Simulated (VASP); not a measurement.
## BN: single point with PBE+D3(BJ)

BN:

```xyz
4
Lattice="2.5645 0.0000 0.0000 -1.2823 2.1704 0.0000 0.0000 0.0000 6.5924" Properties=species:S:1:pos:R:3 pbc="T T T"
B    -0.1773    0.0000    3.2962
B     0.1776    1.4469    0.0000
N     0.1768    0.0000    0.0000
N     1.1052    0.7235    3.2962
```

This cell differs from its parent crystal: atoms displaced along a vibrational mode, the cell strained.

```json
{"Program": "VASP 6.6.1", "Task": "single point", "Functional": "PBE", "Dispersion": "D3(BJ)", "Potentials or basis": "VASP PAW PBE potentials, release 64 (B, N)", "Cutoff": "520 eV", "k mesh": "12 × 12 × 4", "Occupations": "methfessel-paxton, width 0.05 eV", "Spin": "no spin polarisation"}
```

* Pressure: -7.7 GPa
* Largest force: 0.253 eV/Å
* Band gap on the k mesh: 3.77 eV (least direct gap 4.14 eV)
* Dispersion energy per atom: -0.139 eV

Forces on the atoms (eV/Å):
```
B    0.016  0.234  0.000
B   -0.012  0.241  0.000
N   -0.021 -0.252  0.000
N    0.017 -0.224  0.000
```

Stress tensor (GPa, compression positive):
```
-19.80   0.30   0.00
  0.30  -3.43   0.00
  0.00   0.00   0.22
```

Levels at points of the mesh, in eV from the valence-band top:
```tsv
k point	band 4	band 5	band 6	band 7	band 8	band 9	band 10	band 11	band 12	band 13
(0.00, 0.00, 0.00)	-3.97	-1.56	-1.48	-1.46	-1.38	5.15	10.06	10.88	10.97	11.07
(0.50, 0.00, 0.00)	-8.82	-4.11	-4.01	-1.21	-1.07	4.71	4.89	9.28	9.58	12.82
(0.50, 0.50, 0.00)	-8.74	-4.12	-4.00	-1.61	-0.53	3.76	5.77	9.29	9.62	12.30
(0.00, 0.50, 0.00)	-8.70	-4.44	-4.33	-1.23	-0.60	4.26	5.40	8.80	8.89	12.69
(0.00, 0.00, 0.50)	-5.17	-1.56	-1.47	-1.47	-1.38	7.47	7.50	10.91	10.98	11.29
(0.50, 0.00, 0.50)	-8.83	-4.10	-4.02	-1.10	-1.01	4.44	4.54	9.57	9.75	13.39
(0.50, 0.50, 0.50)	-8.84	-4.11	-4.01	-1.11	-1.02	4.50	4.53	9.63	9.66	13.42
(0.00, 0.50, 0.50)	-8.75	-4.43	-4.34	-0.90	-0.81	4.53	4.58	8.97	9.02	13.36
```

It took 54 s on 1 thread of Intel(R) Xeon(R) 6975P-C (Granite Rapids), on a shared host, peak memory 0.24 GiB.

Caveat: the cell differs from its parent crystal (atoms displaced along a vibrational mode, the cell strained); the cell stands under tension. A k mesh can miss the band edges.
